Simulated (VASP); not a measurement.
# P in VASP: notebook

P is run at these levels: LDA; tasks: single point.

Program: VASP 6.6.1. These are calculated values, not measurements. Logs are shortened: lines on timing, memory, paths and dates and some standing lists are left out, and cuts for length are marked.

## Step 1: The cell of the first run

The cell holds a slab with vacuum, 4 atoms: a = 3.284 Å, b = 34.857 Å, c = 4.632 Å, α = 90.00°, β = 90.00°, γ = 90.00°.

## Step 2: Single point, LDA (atom 1 (P) moved -0.300 Å towards its neighbour atom 4 (P) at 2.199 Å)

File INCAR:

```
SYSTEM = P
PREC     = Accurate       ! precision mode
ENCUT    = 520            ! plane-wave cutoff, eV
EDIFF    = 1E-6           ! SCF threshold, eV
ISMEAR   = 0              ! smearing method
SIGMA    = 0.05           ! smearing width, eV
LREAL    = .False.        ! projectors in reciprocal space
LASPH    = .True.         ! aspherical terms in the spheres
NELM     = 100            ! most SCF steps
ALGO     = Normal         ! electronic algorithm
ISIF     = 2              ! what is computed and relaxed
LWAVE    = .False.        ! write WAVECAR
LCHARG   = .True.         ! write CHGCAR
GGA      = CA             ! functional
LELF     = .True.         ! ELF
LVHAR    = .True.       
NBANDS   = 18             ! bands
```

File KPOINTS:

```
Automatic mesh
0
Gamma
  8 1 6
  0 0 0
```

File POSCAR:

```
P
1.0
    3.2837277200      0.0000000000      0.0000000000
    0.0000000000     34.8570309900      0.0000000000
    0.0000000000      0.0000000000      4.6320847100
P
4
Direct
    0.0682229727      0.9702614300      0.5490749315
    0.0000000000      0.0297385700      0.4078492800
    0.5000000000      0.0297385700      0.0921507200
    0.5000000000      0.9702614300      0.9078492800
```

Potentials or basis: VASP PAW LDA potentials, release 64 (P).

Launch:

```sh
$ cat potpaw_LDA.64/P/POTCAR > POTCAR
$ mpirun -np 1 vasp_std > vasp.out
```

OUTCAR:

```text
SYSTEM = P
   PREC = Accurate
   ENCUT = 520
   EDIFF = 1E-6
   ISMEAR = 0
   LREAL = .False.
   LASPH = .True.
   NELM = 100
   ISIF = 2
   GGA = CA

 ion  position               nearest neighbor table
   1  0.068  0.970  0.549-   4 2.18   2 2.19   4 2.50
   2  0.000  0.030  0.408-   1 2.19   3 2.20   3 2.20
   3  0.500  0.030  0.092-   2 2.20   2 2.20   4 2.24
   4  0.500  0.970  0.908-   1 2.18   3 2.24   1 2.50

  LATTYP: Found a simple orthorhombic cell.
 ALAT       =     3.2837277200
 B/A-ratio  =     1.4106177811
 C/A-ratio  =    10.6150795566

  Lattice vectors:

 A1 = (  -3.2837277200,   0.0000000000,   0.0000000000)
 A2 = (   0.0000000000,   0.0000000000,   4.6320847100)
 A3 = (   0.0000000000,  34.8570309900,   0.0000000000)

Analysis of symmetry for initial positions (statically):
=====================================================================
 Subroutine PRICEL returns:
 Original cell was already a primitive cell.

 Routine SETGRP: Setting up the symmetry group for a
 simple orthorhombic supercell.

 Subroutine GETGRP returns: Found  1 space group operations
 (whereof  1 operations were pure point group operations)
 out of a pool of  8 trial point group operations.

The static configuration has the point symmetry C_1 .

Analysis of symmetry for dynamics (positions and initial velocities):
=====================================================================
 Subroutine PRICEL returns:
 Original cell was already a primitive cell.

 Routine SETGRP: Setting up the symmetry group for a
 simple orthorhombic supercell.

 Subroutine GETGRP returns: Found  1 space group operations
 (whereof  1 operations were pure point group operations)
 out of a pool of  8 trial point group operations.

The dynamic configuration has the point symmetry C_1 .

 Subroutine INISYM returns: Found  1 space group operations
 (whereof  1 operations are pure point group operations),
 and found     1 'primitive' translations

----------------------------------------------------------------------------------------

                                     Primitive cell

  volume of cell :     530.1930

  direct lattice vectors                    reciprocal lattice vectors
     3.283727720  0.000000000  0.000000000     0.304531948  0.000000000  0.000000000
     0.000000000 34.857030990  0.000000000     0.000000000  0.028688617  0.000000000
     0.000000000  0.000000000  4.632084710     0.000000000  0.000000000  0.215885516

  length of vectors
     3.283727720 34.857030990  4.632084710     0.304531948  0.028688617  0.215885516

  position of ions in fractional coordinates (direct lattice)
     0.068222973  0.970261430  0.549074932
     0.000000000  0.029738570  0.407849280
     0.500000000  0.029738570  0.092150720
     0.500000000  0.970261430  0.907849280

  ion indices of the primitive-cell ions
   primitive index   ion index
                 1           1
                 2           2
                 3           3
                 4           4

----------------------------------------------------------------------------------------

 KPOINTS: Automatic mesh

Automatic generation of k-mesh.
 Grid dimensions read from file:
 generate k-points for:    8    1    6

 Generating k-lattice:

  Cartesian coordinates                     Fractional coordinates (reciprocal lattice)
     0.038066494  0.000000000  0.000000000     0.125000000  0.000000000  0.000000000
     0.000000000  0.028688617  0.000000000     0.000000000  1.000000000  0.000000000
     0.000000000  0.000000000  0.035980919     0.000000000  0.000000000  0.166666667

  Length of vectors
     0.038066494  0.028688617  0.035980919

  Shift w.r.t. Gamma in fractional coordinates (k-lattice)
     0.000000000  0.000000000  0.000000000

 Subroutine IBZKPT returns following result:
 ===========================================

 Found     26 irreducible k-points:

 Following reciprocal coordinates:
            Coordinates               Weight
  0.000000  0.000000  0.000000      1.000000
  0.125000  0.000000  0.000000      2.000000
  0.250000  0.000000  0.000000      2.000000
  0.375000  0.000000  0.000000      2.000000
  0.500000  0.000000  0.000000      1.000000
  0.000000  0.000000  0.166667      2.000000
[... 16 lines left out ...]
  0.125000  0.000000  0.500000      2.000000
  0.250000  0.000000  0.500000      2.000000
 [... further k-points ...]
   k-points           NKPTS =     26   k-points in BZ     NKDIM =     26   number of bands    NBANDS=     18
   number of dos      NEDOS =    301   number of ions     NIONS =      4
   total plane-waves  NPLWV = 233280
   dimension x,y,z NGX =    24 NGY =  270 NGZ =   36
   dimension x,y,z NGXF=    48 NGYF=  540 NGZF=   72
   ions per type =               4
   NGX,Y,Z   is equivalent  to a cutoff of  12.15, 12.88, 12.92 a.u.
   NGXF,Y,Z  is equivalent  to a cutoff of  24.30, 25.75, 25.84 a.u.
 SYSTEM =  P
   PREC   = accura    normal or accurate (medium, high low for compatibility)
   ISTART =      0    job   : 0-new  1-cont  2-samecut
   ICHARG =      2    charge: 1-file 2-atom 10-const
   ISPIN  =      1    spin polarized calculation?
   LNONCOLLINEAR =      F non collinear calculations
   LSORBIT =      F    spin-orbit coupling
   LASPH  =      T    aspherical Exc in radial PAW
   ENCUT  =  520.0 eV  38.22 Ry    6.18 a.u.   6.11 64.81  8.61*2*pi/ulx,y,z
   NELM   =    100;   NELMIN=  2; NELMDL= -5     # of ELM steps
   EDIFF  = 0.1E-05   stopping-criterion for ELM
   LREAL  =      F    real-space projection
   EDIFFG = 0.1E-04   stopping-criterion for IOM
   NSW    =      0    number of steps for IOM
   IBRION =     -1    ionic relax: 0-MD 1-quasi-New 2-CG
   NFREE  =      0    steps in history (QN), initial steepest desc. (CG)
   ISIF   =      2    stress and relaxation
   ISYM   =      2    0-nonsym 1-usesym 2-fastsym
   POTIM  = 0.5000    time-step for ionic-motion
   TEBEG  =    0.0;   TEEND  =   0.0 temperature during run
   PSTRESS=    0.0 pullay stress
   NELECT =      20.0000    total number of electrons
   NUPDOWN=      -1.0000    fix difference up-down
   EMIN   =  10.00;   EMAX   =-10.00  energy-range for DOS
   EFERMI =   0.00;   METHOD = LEGACY
   ISMEAR =     0;   SIGMA  =   0.05  broadening in eV -4-tet -1-fermi 0-gaus
   EFERMI_NEDOS =   21; number of points for ismear=-14 and -15
   IALGO  =     38    algorithm
   IMIX   =      4    mixing-type and parameters
     AMIX     =   0.40;   BMIX     =  1.00
     AMIX_MAG =   1.60;   BMIX_MAG =  1.00
  volume/ion in A,a.u.               =     132.55       894.48
  Fermi-wavevector in a.u.,A,eV,Ry     =   0.549044  1.037542  4.101461  0.301449
  Thomas-Fermi vector in A             =   1.580001
   LORBIT       =      0    0 simple, 1 ext, 2 COOP (PROOUT), +10 PAW based schemes
   GGA     = CA    functional components
   LHFCALC =     F    Hartree Fock is set to
   AEXX    =    0.0000 exact exchange contribution
   IVDW    =     0    specifies the selected vdW correction
   LEPSILON=     F    determine dielectric tensor
   LRPA    =     F    only Hartree local field effects (RPA)
 non-spin polarized calculation
 Gauss-broadening in eV      SIGMA  =   0.05
  energy-cutoff  :      520.00
  volume of cell :      530.19
 maximum number of plane-waves:     14344
   NGX = 13   NGY =129   NGZ = 17

 number of electron      20.0000001 magnetization

 Free energy of the ion-electron system (eV)
  ---------------------------------------------------
  ext. energy  EPLUGINS =         0.00000000
  ---------------------------------------------------
  free energy    TOTEN  =       -23.34373645 eV

  energy without entropy =      -23.34373645  energy(sigma->0) =      -23.34373645

 E-fermi :  -3.4192     XC(G=0):  -1.8062

 val. band max:       -3.6984590158   @ k =   0.0000   0.0000   0.0000
 cond. band min:      -2.9875662116   @ k =   0.5000   0.0000   0.0000
 fundamental gap:      0.7108928042
 Fermi energy:        -3.4191709787

 k-point     1 :       0.0000    0.0000    0.0000
  band No.  band energies     occupation
      1     -18.5930      2.00000
      2     -15.7799      2.00000
      3     -13.0339      2.00000
      4      -9.3146      2.00000
      5      -8.5338      2.00000
      6      -8.1713      2.00000
[... 10 lines left out ...]
     17       1.6185      0.00000
     18       1.7545      0.00000

 k-point     2 :       0.1250    0.0000    0.0000
  band No.  band energies     occupation
      1     -18.4093      2.00000
      2     -15.5937      2.00000
      3     -13.0873      2.00000
      4      -9.1946      2.00000
      5      -8.5654      2.00000
      6      -8.1411      2.00000
[... 10 lines left out ...]
     17       1.5759      0.00000
     18       1.8369      0.00000

 k-point     3 :       0.2500    0.0000    0.0000
  band No.  band energies     occupation
      1     -17.8664      2.00000
      2     -15.0524      2.00000
      3     -13.4444      2.00000
      4      -9.6567      2.00000
      5      -8.8607      2.00000
      6      -8.4886      2.00000
[... 10 lines left out ...]
     17       1.9473      0.00000
     18       2.2243      0.00000

 k-point     4 :       0.3750    0.0000    0.0000
  band No.  band energies     occupation
      1     -16.9997      2.00000
      2     -14.6254      2.00000
      3     -13.9366      2.00000
      4     -11.1149      2.00000
      5      -8.9501      2.00000
      6      -8.3129      2.00000
[... 10 lines left out ...]
     17       2.7136      0.00000
     18       2.7970      0.00000

 k-point     5 :       0.5000    0.0000    0.0000
  band No.  band energies     occupation
      1     -16.1191      2.00000
      2     -15.4997      2.00000
      3     -13.1872      2.00000
      4     -12.2245      2.00000
      5      -8.6208      2.00000
      6      -8.4211      2.00000
[... 10 lines left out ...]
     17       2.8340      0.00000
     18       3.2075      0.00000

 k-point     6 :       0.0000    0.0000    0.1667
  band No.  band energies     occupation
      1     -18.4627      2.00000
      2     -15.9915      2.00000
      3     -13.0420      2.00000
      4     -10.0240      2.00000
      5      -8.0359      2.00000
      6      -7.7579      2.00000
[... 10 lines left out ...]
     17       1.6247      0.00000
     18       1.8170      0.00000

 k-point     7 :       0.1250    0.0000    0.1667
  band No.  band energies     occupation
      1     -18.2747      2.00000
      2     -15.8390      2.00000
      3     -12.9953      2.00000
      4     -10.0422      2.00000
      5      -8.1457      2.00000
      6      -7.8051      2.00000
[... 10 lines left out ...]
     17       1.5313      0.00000
     18       1.9780      0.00000

 k-point     8 :       0.1250    0.0000   -0.1667
  band No.  band energies     occupation
      1     -18.2849      2.00000
      2     -15.7896      2.00000
      3     -13.0950      2.00000
      4      -9.8685      2.00000
      5      -8.1796      2.00000
      6      -8.0901      2.00000
[... 10 lines left out ...]
     17       1.5696      0.00000
     18       1.9951      0.00000
[... 229 lines left out ...]
     17       2.3402      0.00000
     18       3.3732      0.00000

 k-point    20 :       0.3750    0.0000   -0.3333
  band No.  band energies     occupation
      1     -16.6162      2.00000
      2     -15.1449      2.00000
      3     -13.5615      2.00000
      4     -11.5071      2.00000
      5      -9.2673      2.00000
      6      -8.8440      2.00000
[... 10 lines left out ...]
     17       2.7559      0.00000
     18       3.0561      0.00000

 k-point    21 :       0.5000    0.0000    0.3333
  band No.  band energies     occupation
      1     -15.8171      2.00000
      2     -15.3528      2.00000
      3     -13.4820      2.00000
      4     -12.4151      2.00000
      5      -8.9746      2.00000
      6      -8.5554      2.00000
[... 10 lines left out ...]
     17       2.3487      0.00000
     18       2.7908      0.00000

 k-point    22 :       0.0000    0.0000    0.5000
  band No.  band energies     occupation
      1     -17.7708      2.00000
      2     -16.9739      2.00000
      3     -12.4197      2.00000
      4     -11.8306      2.00000
      5      -6.8754      2.00000
      6      -6.4298      2.00000
[... 10 lines left out ...]
     17       2.1625      0.00000
     18       2.4822      0.00000

 k-point    23 :       0.1250    0.0000    0.5000
  band No.  band energies     occupation
      1     -17.5907      2.00000
      2     -16.8079      2.00000
      3     -12.3232      2.00000
      4     -11.7562      2.00000
      5      -7.6612      2.00000
      6      -6.8260      2.00000
[... 10 lines left out ...]
     17       2.5139      0.00000
     18       2.7700      0.00000

 k-point    24 :       0.2500    0.0000    0.5000
  band No.  band energies     occupation
      1     -17.0651      2.00000
      2     -16.3348      2.00000
      3     -12.2286      2.00000
      4     -11.7314      2.00000
      5      -9.1487      2.00000
      6      -8.3722      2.00000
[... 10 lines left out ...]
     17       2.4982      0.00000
     18       2.7974      0.00000

 [... further k-points ...]
[... 5 lines left out ...]
  --------------------------------------------------------------------------------------
  -------------------------------------------------------------------------------------
  Total       -1.3814201      0.4399773     -2.9300314      0.7467755     -1.0543796      1.5636485
  in kB       -4.1744793      1.3295565     -8.8541899      2.2566626     -3.1862037      4.7251511
  external PRESSURE =      -3.8997042 kB  Pullay stress =       0.0000000 kB

 VOLUME and BASIS-vectors are now :
 -----------------------------------------------------------------------------
  energy-cutoff  :      520.00
  volume of cell :      530.19
      direct lattice vectors                 reciprocal lattice vectors
     3.283727720  0.000000000  0.000000000     0.304531948  0.000000000  0.000000000
     0.000000000 34.857030990  0.000000000     0.000000000  0.028688617  0.000000000
     0.000000000  0.000000000  4.632084710     0.000000000  0.000000000  0.215885516

 POSITION                                       TOTAL-FORCE (eV/Angst)
 -----------------------------------------------------------------------------------
      0.22403     33.82043      2.54336        -1.433310     -0.124808      1.561893
      0.00000      1.03660      1.88919         0.197957      0.091861     -0.020543
      1.64186      1.03660      0.42685         0.162298      0.127508     -0.488140
      1.64186     33.82043      4.20523         1.073055     -0.094561     -1.053211
 -----------------------------------------------------------------------------------
    total drift:                               -0.000006     -0.000003     -0.000013

  FREE ENERGIE OF THE ION-ELECTRON SYSTEM (eV)
  ---------------------------------------------------
  free  energy   TOTEN  =       -23.3437364497 eV

  energy  without entropy=      -23.3437364497  energy(sigma->0) =      -23.34373645
```

It took 3.3 min on 1 thread of AMD EPYC 9R45 (Zen 5), shared host; peak memory 0.46 GiB.

What came out:

| Property | Result |
| --- | --- |
| Free energy | -23.3437 eV |
| Largest force | 2.124 eV/Å |
| Band gap on the k mesh | 0.71 eV (least direct gap 1.11 eV) |

Forces in eV/Å, atoms in the order of the input:
```
P   -1.433 -0.125  1.562
P    0.198  0.092 -0.021
P    0.162  0.128 -0.488
P    1.073 -0.095 -1.053
```

Caveat: the cell differs from its parent crystal (atom 1 (P) moved -0.300 Å towards its neighbour atom 4 (P) at 2.199 Å); there is no dipole correction, which matters where the two faces differ.

(Part 1 of 2 ends here.)
